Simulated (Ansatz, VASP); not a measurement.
# One calculation of Te, two programs

```
Te
1.0
     4.77748    0.00000    0.00000
     0.00000    4.77748    0.00000
     0.00000    0.00000    4.77748
Te
4
Direct
  0.87500 0.12500 0.62500
  0.37500 0.37500 0.37500
  0.12500 0.62500 0.87500
  0.62500 0.87500 0.12500
```

Alike in both runs: task relaxation of cell and atoms; functional PBE; k mesh 4 × 4 × 4; occupations gaussian, width 0.1 eV; no spin polarisation.

|  | VASP | Ansatz |
| --- | --- | --- |
| version | VASP 6.6.1 | Ansatz 0.2.0 |
| potentials or method | VASP PAW PBE potentials, release 64 (Te), cutoff 600 eV | scalar-relativistic, plane waves, PAW |
| valence electrons in the cell | 24 | 64 |

VASP gave:

```
gap on the k mesh at the Fermi level, each at its own relaxed structure (eV) : none
relaxed volume (Å³/atom)                                                     : 35.71
relaxed length of the cell vector where the two differ most in proportion (Å)              : 5.227
```

Question: Estimate Ansatz's values.

Answer: gap on the k mesh at the Fermi level, each at its own relaxed structure (eV): none; relaxed volume (Å³/atom): 35.38; relaxed length of the cell vector where the two differ most in proportion (Å): 5.211.

A gap of «none» marks a metal or a gap that the smearing closes. VASP's potentials hold 24 valence electrons a cell and Ansatz's 64, so a difference there can come from the potentials and not from the codes.

Spin-orbit coupling is off throughout. Noted on VASP's run: the volume moved by over 15 % at a fixed basis, so the end points are rough.
